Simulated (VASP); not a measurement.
Input of a VASP 6.6.1 run:

Contents of INCAR:

```
PREC = Accurate ; ENCUT = 520
EDIFF = 1E-6 ; ISMEAR = 1
SIGMA = 0.5 ; LREAL = F
LASPH = T ; NELM = 80
ALGO = Normal ; ISIF = 2
LWAVE = F ; LCHARG = F
GGA = PE ; NBANDS = 15
```

Contents of KPOINTS:

```
Automatic mesh
0
Gamma
  4 4 4
```

Contents of POSCAR:

```
RbBr
1.0
    4.1242532581      0.0000000000      0.0000000000
    0.0000000000      4.1242532581      0.0000000000
    0.0000000000      0.0000000000      4.1242532581
Rb Br
1 1
Direct
    0.0000000000      0.0000000000      0.0000000000
    0.5000000000      0.5000000000      0.5000000000
```

Potentials or basis: VASP PAW PBE potentials, release 64 (Rb_sv, Br).

Run with:

```console
$ cat potpaw_PBE.64/Rb_sv/POTCAR potpaw_PBE.64/Br/POTCAR > POTCAR
$ mpirun -np 1 vasp_std > vasp.out
```

Task: Estimate the pressure.

Result: 0.8 GPa.

Task: What does it give for the band gap on the k mesh?

Result: 4.09 eV (least direct gap 4.24 eV).

A k mesh can miss the band edges.
